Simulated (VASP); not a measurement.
A run of VASP 6.6.1:

Contents of INCAR:

```
PREC = Accurate
ENCUT = 520
EDIFF = 1E-7
ISMEAR = 0
SIGMA = 0.02
LREAL = False
LASPH = True
NELM = 150
ALGO = Normal
ISIF = 2
LWAVE = False
LCHARG = False
ISPIN = 2
MAGMOM = 4 0
LORBIT = 11
LMAXMIX = 4
GGA = PE
NBANDS = 20
```

The input KPOINTS:

```
regular mesh
0
Gamma
  9 9 9
```

The input POSCAR:

```
MnS
1.0
    0.0000000000      2.6045000000      2.6045000000
    2.6045000000      0.0000000000      2.6045000000
    2.6045000000      2.6045000000      0.0000000000
Mn S
1 1
Direct
    0.0000000000      0.0000000000      0.0000000000
    0.5000000000      0.5000000000      0.5000000000
```

Potentials or basis: VASP PAW PBE potentials, release 64 (Mn_pv, S).

Run with:

```bash
$ cat potpaw_PBE.64/Mn_pv/POTCAR potpaw_PBE.64/S/POTCAR > POTCAR
$ mpirun -np 1 vasp_std > vasp.out
```

Hardware: 1 thread of Intel(R) Xeon(R) 6975P-C (Granite Rapids), on a shared host.

Question: How long does it take, and how much memory?

Answer: Run time: 24 s on 1 thread of Intel(R) Xeon(R) 6975P-C (Granite Rapids) (shared host), peak memory 0.18 GiB. Counts: scf iterations 16, k points 35.
